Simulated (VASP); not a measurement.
# Si4S (P6/mmm) in VASP: further runs

The runs below take Si4S through single point, relaxation of cell and atoms, with PBE.

All numbers are computed with VASP 6.6.1; they aren't measurements. Logs are shortened: lines on timing, memory, paths and dates and some standing lists are left out, and cuts for length are marked.

**1. The cell of the first run**

It takes space group P6/mmm (No. 191, hexagonal). Conventional cell: a = 4.001 Å, b = 4.001 Å, c = 6.910 Å, α = 90.00°, β = 90.00°, γ = 120.00°. Within 3.1 Å of Si (site symmetry 3m) lie 4 Si at 2.31 to 2.83 Å and 3 S at 3.08 Å. S (site symmetry 6/mmm) has 12 Si at 3.08 Å and 6 S at 4.00 Å within 4.1 Å.

The cell was generated, and may not be a known phase.

**2. Single point, PBE**

The input, INCAR:

```
  PREC = Accurate
  ENCUT = 520
  EDIFF = 1E-6
  ISMEAR = 0
  SIGMA = 0.1
  LREAL = F
  LASPH = T
  NELM = 100
  ALGO = Normal
  ISIF = 2
  LWAVE = F
  LCHARG = F
  GGA = PE
  NBANDS = 19
```

The input, KPOINTS:

```
Automatic mesh
0
Gamma
  6 6 4
```

The input, POSCAR:

```
Si4S
1.0
    4.0014376101      0.0000000000      0.0000000000
   -2.0007188050      3.4653466220      0.0000000000
    0.0000000000      0.0000000000      6.9095706969
Si S
4 1
Direct
    0.3333333333      0.6666666667      0.7049001644
    0.6666666667      0.3333333333      0.7049001644
    0.6666666667      0.3333333333      0.2950998356
    0.3333333333      0.6666666667      0.2950998356
    0.0000000000      0.0000000000      0.0000000000
```

Potentials or basis: VASP PAW PBE potentials, release 64 (Si, S).

On the command line:

```console
> cat potpaw_PBE.64/Si/POTCAR potpaw_PBE.64/S/POTCAR > POTCAR
> mpirun -np 1 vasp_std > vasp.out
```

OUTCAR:

```text
PREC = Accurate
   ENCUT = 520
   EDIFF = 1E-6
   ISMEAR = 0
   LREAL = F
   LASPH = T
   NELM = 100
   ISIF = 2
   GGA = PE

 ion  position               nearest neighbor table
   1  0.333  0.667  0.705-   2 2.31   2 2.31   2 2.31   4 2.83
   2  0.667  0.333  0.705-   1 2.31   1 2.31   1 2.31   3 2.83
   3  0.667  0.333  0.295-   4 2.31   4 2.31   4 2.31   2 2.83
   4  0.333  0.667  0.295-   3 2.31   3 2.31   3 2.31   1 2.83
   5  0.000  0.000  0.000-

  LATTYP: Found a hexagonal cell.
 ALAT       =     4.0014376101
 C/A-ratio  =     1.7267720680

  Lattice vectors:

 A1 = (   4.0014376101,   0.0000000000,   0.0000000000)
 A2 = (  -2.0007188050,   3.4653466220,   0.0000000000)
 A3 = (   0.0000000000,   0.0000000000,   6.9095706969)

Analysis of symmetry for initial positions (statically):
=====================================================================
 Subroutine PRICEL returns:
 Original cell was already a primitive cell.

 Routine SETGRP: Setting up the symmetry group for a
 hexagonal supercell.

 Subroutine GETGRP returns: Found 24 space group operations
 (whereof 24 operations were pure point group operations)
 out of a pool of 24 trial point group operations.

The static configuration has the point symmetry D_6h.

Analysis of symmetry for dynamics (positions and initial velocities):
=====================================================================
 Subroutine PRICEL returns:
 Original cell was already a primitive cell.

 Routine SETGRP: Setting up the symmetry group for a
 hexagonal supercell.

 Subroutine GETGRP returns: Found 24 space group operations
 (whereof 24 operations were pure point group operations)
 out of a pool of 24 trial point group operations.

The dynamic configuration has the point symmetry D_6h.

 Subroutine INISYM returns: Found 24 space group operations
 (whereof 24 operations are pure point group operations),
 and found     1 'primitive' translations

----------------------------------------------------------------------------------------

                                     Primitive cell

  volume of cell :      95.8107

  direct lattice vectors                    reciprocal lattice vectors
     4.001437610  0.000000000  0.000000000     0.249910182  0.144285711  0.000000000
    -2.000718805  3.465346622  0.000000000     0.000000000  0.288571421  0.000000000
     0.000000000  0.000000000  6.909570697     0.000000000  0.000000000  0.144726792

  length of vectors
     4.001437610  4.001437610  6.909570697     0.288571421  0.288571421  0.144726792

  position of ions in fractional coordinates (direct lattice)
     0.333333333  0.666666667  0.704900164
     0.666666667  0.333333333  0.704900164
     0.666666667  0.333333333  0.295099836
     0.333333333  0.666666667  0.295099836
     0.000000000  0.000000000  0.000000000

  ion indices of the primitive-cell ions
   primitive index   ion index
                 1           1
                 2           2
                 3           3
                 4           4
                 5           5

----------------------------------------------------------------------------------------

 KPOINTS: Automatic mesh

Automatic generation of k-mesh.
 Grid dimensions read from file:
 generate k-points for:    6    6    4

 Generating k-lattice:

  Cartesian coordinates                     Fractional coordinates (reciprocal lattice)
     0.041651697  0.024047618  0.000000000     0.166666667  0.000000000  0.000000000
     0.000000000  0.048095237  0.000000000     0.000000000  0.166666667  0.000000000
     0.000000000  0.000000000  0.036181698     0.000000000  0.000000000  0.250000000

  Length of vectors
     0.048095237  0.048095237  0.036181698

  Shift w.r.t. Gamma in fractional coordinates (k-lattice)
     0.000000000  0.000000000  0.000000000

 Subroutine IBZKPT returns following result:
 ===========================================

 Found     21 irreducible k-points:

 Following reciprocal coordinates:
            Coordinates               Weight
  0.000000  0.000000  0.000000      1.000000
  0.166667  0.000000  0.000000      6.000000
  0.333333 -0.000000  0.000000      6.000000
  0.500000 -0.000000  0.000000      3.000000
  0.166667  0.166667  0.000000      6.000000
  0.333333  0.166667  0.000000     12.000000
[... 13 lines left out ...]
  0.333333  0.166667  0.500000     12.000000
  0.333333  0.333333  0.500000      2.000000
   k-points           NKPTS =     21   k-points in BZ     NKDIM =     21   number of bands    NBANDS=     19
   number of dos      NEDOS =    301   number of ions     NIONS =      5
   total plane-waves  NPLWV =  48600
   dimension x,y,z NGX =    30 NGY =   30 NGZ =   54
   dimension x,y,z NGXF=    60 NGYF=   60 NGZF=  108
   ions per type =               4   1
   NGX,Y,Z   is equivalent  to a cutoff of  12.46, 12.46, 12.99 a.u.
   NGXF,Y,Z  is equivalent  to a cutoff of  24.93, 24.93, 25.99 a.u.
 SYSTEM =  unknown system
   PREC   = accura    normal or accurate (medium, high low for compatibility)
   ISTART =      0    job   : 0-new  1-cont  2-samecut
   ICHARG =      2    charge: 1-file 2-atom 10-const
   ISPIN  =      1    spin polarized calculation?
   LNONCOLLINEAR =      F non collinear calculations
   LSORBIT =      F    spin-orbit coupling
   LASPH  =      T    aspherical Exc in radial PAW
   ENCUT  =  520.0 eV  38.22 Ry    6.18 a.u.   7.44  7.44 12.85*2*pi/ulx,y,z
   NELM   =    100;   NELMIN=  2; NELMDL= -5     # of ELM steps
   EDIFF  = 0.1E-05   stopping-criterion for ELM
   LREAL  =      F    real-space projection
   EDIFFG = 0.1E-04   stopping-criterion for IOM
   NSW    =      0    number of steps for IOM
   IBRION =     -1    ionic relax: 0-MD 1-quasi-New 2-CG
   NFREE  =      0    steps in history (QN), initial steepest desc. (CG)
   ISIF   =      2    stress and relaxation
   ISYM   =      2    0-nonsym 1-usesym 2-fastsym
   POTIM  = 0.5000    time-step for ionic-motion
   TEBEG  =    0.0;   TEEND  =   0.0 temperature during run
   PSTRESS=    0.0 pullay stress
   NELECT =      22.0000    total number of electrons
   NUPDOWN=      -1.0000    fix difference up-down
   EMIN   =  10.00;   EMAX   =-10.00  energy-range for DOS
   EFERMI =   0.00;   METHOD = LEGACY
   ISMEAR =     0;   SIGMA  =   0.10  broadening in eV -4-tet -1-fermi 0-gaus
   EFERMI_NEDOS =   21; number of points for ismear=-14 and -15
   IALGO  =     38    algorithm
   IMIX   =      4    mixing-type and parameters
     AMIX     =   0.40;   BMIX     =  1.00
     AMIX_MAG =   1.60;   BMIX_MAG =  1.00
  volume/ion in A,a.u.               =      19.16       129.31
  Fermi-wavevector in a.u.,A,eV,Ry     =   1.002485  1.894422 13.673525  1.004976
  Thomas-Fermi vector in A             =   2.134975
   LORBIT       =      0    0 simple, 1 ext, 2 COOP (PROOUT), +10 PAW based schemes
   GGA     = PE    functional components
   LHFCALC =     F    Hartree Fock is set to
   AEXX    =    0.0000 exact exchange contribution
   IVDW    =     0    specifies the selected vdW correction
   LEPSILON=     F    determine dielectric tensor
   LRPA    =     F    only Hartree local field effects (RPA)
 non-spin polarized calculation
 Gauss-broadening in eV      SIGMA  =   0.10
  energy-cutoff  :      520.00
  volume of cell :       95.81
 maximum number of plane-waves:      2623
 NGX is ok and might be reduce to    30
   NGX = 15   NGY = 15   NGZ = 25

 number of electron      22.0000000 magnetization

 Free energy of the ion-electron system (eV)
  ---------------------------------------------------
  ext. energy  EPLUGINS =         0.00000000
  ---------------------------------------------------
  free energy    TOTEN  =       -23.22468689 eV

  energy without entropy =      -23.21628711  energy(sigma->0) =      -23.22048700

 E-fermi :   6.2792     XC(G=0):  -9.8017

 val. band max:        6.2427948302   @ k =   0.5000  -0.0000   0.5000
 cond. band min:       6.3160883808   @ k =   0.0000   0.0000   0.5000
 fundamental gap:      0.0732935506
 Fermi energy:         6.2791712559

 k-point     1 :       0.0000    0.0000    0.0000
  band No.  band energies     occupation
      1      -7.1579      2.00000
      2      -4.4248      2.00000
      3      -4.3457      2.00000
      4       2.8623      2.00000
      5       3.8263      2.00000
      6       3.8263      2.00000
[... 11 lines left out ...]
     18       9.0180      0.00000
     19       9.8112      0.00000

 k-point     2 :       0.1667    0.0000    0.0000
  band No.  band energies     occupation
      1      -6.9186      2.00000
      2      -4.2940      2.00000
      3      -4.0375      2.00000
      4       1.5367      2.00000
      5       2.4809      2.00000
      6       3.0330      2.00000
[... 11 lines left out ...]
     18       9.9290      0.00000
     19      10.7637      0.00000

 k-point     3 :       0.3333   -0.0000    0.0000
  band No.  band energies     occupation
      1      -6.3085      2.00000
      2      -4.0103      2.00000
      3      -3.1405      2.00000
      4      -0.6392      2.00000
      5       0.7096      2.00000
      6       1.7750      2.00000
[... 11 lines left out ...]
     18      12.0739      0.00000
     19      12.2783      0.00000

 k-point     4 :       0.5000   -0.0000    0.0000
  band No.  band energies     occupation
      1      -5.8764      2.00000
      2      -3.8660      2.00000
      3      -2.1206      2.00000
      4      -1.5948      2.00000
      5      -0.8510      2.00000
      6       1.4667      2.00000
[... 341 lines left out ...]
     18      11.7905      0.00000
     19      11.9428      0.00000

 k-point    20 :       0.3333    0.1667    0.5000
  band No.  band energies     occupation
      1      -5.8774      2.00000
      2      -3.7599      2.00000
      3      -2.4759      2.00000
      4      -1.6398      2.00000
      5      -0.4076      2.00000
      6       1.2265      2.00000
[... 11 lines left out ...]
     18      12.2697      0.00000
     19      12.6916      0.00000

 k-point    21 :       0.3333    0.3333    0.5000
  band No.  band energies     occupation
      1      -5.7145      2.00000
      2      -2.6548      2.00000
      3      -2.6548      2.00000
      4      -1.7199      2.00000
      5      -1.7199      2.00000
      6       0.3670      2.00000
[... 11 lines left out ...]
     18      11.8769      0.00000
     19      12.8346      0.00000

------------------------ aborting loop because EDIFF is reached ----------------------------------------

  FORCE on cell =-STRESS in cart. coord.  units (eV):
  Direction    XX          YY          ZZ          XY          YZ          ZX
  --------------------------------------------------------------------------------------
  -------------------------------------------------------------------------------------
  Total       -0.1059117     -0.1059117     -0.0456656     -0.0000000     -0.0000000      0.0000000
  in kB       -1.7710912     -1.7710912     -0.7636360     -0.0000000     -0.0000000      0.0000000
  external PRESSURE =      -1.4352728 kB  Pullay stress =       0.0000000 kB

 VOLUME and BASIS-vectors are now :
 -----------------------------------------------------------------------------
  energy-cutoff  :      520.00
  volume of cell :       95.81
      direct lattice vectors                 reciprocal lattice vectors
     4.001437610  0.000000000  0.000000000     0.249910182  0.144285711  0.000000000
    -2.000718805  3.465346622  0.000000000     0.000000000  0.288571421  0.000000000
     0.000000000  0.000000000  6.909570697     0.000000000  0.000000000  0.144726792

 POSITION                                       TOTAL-FORCE (eV/Angst)
 -----------------------------------------------------------------------------------
     -0.00000      2.31023      4.87056         0.000000     -0.000000     -0.002848
      2.00072      1.15512      4.87056        -0.000000      0.000000     -0.002848
      2.00072      1.15512      2.03901        -0.000000      0.000000      0.002848
     -0.00000      2.31023      2.03901         0.000000     -0.000000      0.002848
      0.00000      0.00000      0.00000         0.000000      0.000000      0.000000
 -----------------------------------------------------------------------------------
    total drift:                                0.000000      0.000000      0.000000

  FREE ENERGIE OF THE ION-ELECTRON SYSTEM (eV)
  ---------------------------------------------------
  free  energy   TOTEN  =       -23.2246868932 eV

  energy  without entropy=      -23.2162871080  energy(sigma->0) =      -23.22048700
```

Wall time 69 s (1 thread of Intel Xeon 8259CL, shared host); peak memory 0.21 GiB.

What came out:

```
Free energy            : -23.2247 eV
Pressure               : -0.1 GPa
Band gap on the k mesh : zero (bands 11 and 12 overlap by 2.38 eV)
```

Forces on the atoms (eV/Å):
```
Si   0.000  0.000 -0.003
Si   0.000  0.000 -0.003
Si   0.000  0.000  0.003
Si   0.000  0.000  0.003
S    0.000  0.000  0.000
```

(Continued in part 2 of 2.)

The gap in the log of VASP goes by the Fermi energy; the results here count the filled bands.